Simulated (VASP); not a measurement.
The system is CdS (Hawleyite).

```
Cd S
1.0
     0.00000    2.91650    2.91650
     2.91650    0.00000    2.91650
     2.91650    2.91650    0.00000
Cd S
1 1
Direct
  0.00000 0.00000 0.00000
  0.75000 0.75000 0.75000
```

Program: VASP 6.6.1. Alike in all runs: task single point; potentials or basis VASP PAW PBE potentials, release 64 (Cd, S); no spin polarisation; cell as given; cutoff (eV) 520.

Task: Order these runs on this cell by their band gap on the k mesh, lowest first.
A. level RPBE; k mesh 8 × 8 × 8; smearing fermi-dirac 0.05 eV
B. level B3LYP; k mesh 4 × 4 × 4; smearing fermi-dirac 0.05 eV; grid for exact exchange (PRECFOCK) Normal
C. level r2SCAN; k mesh 5 × 5 × 5; smearing fermi-dirac 0.05 eV
D. level PBE0; k mesh 6 × 6 × 6; smearing fermi-dirac 0.05 eV; grid for exact exchange (PRECFOCK) Normal
E. level PBE; k mesh 8 × 8 × 8; smearing gaussian 0.028 eV

Result: E (1.15 eV), A (1.33 eV), C (1.59 eV), B (2.51 eV), D (2.83 eV).

Caveats: some runs use coarse meshes.
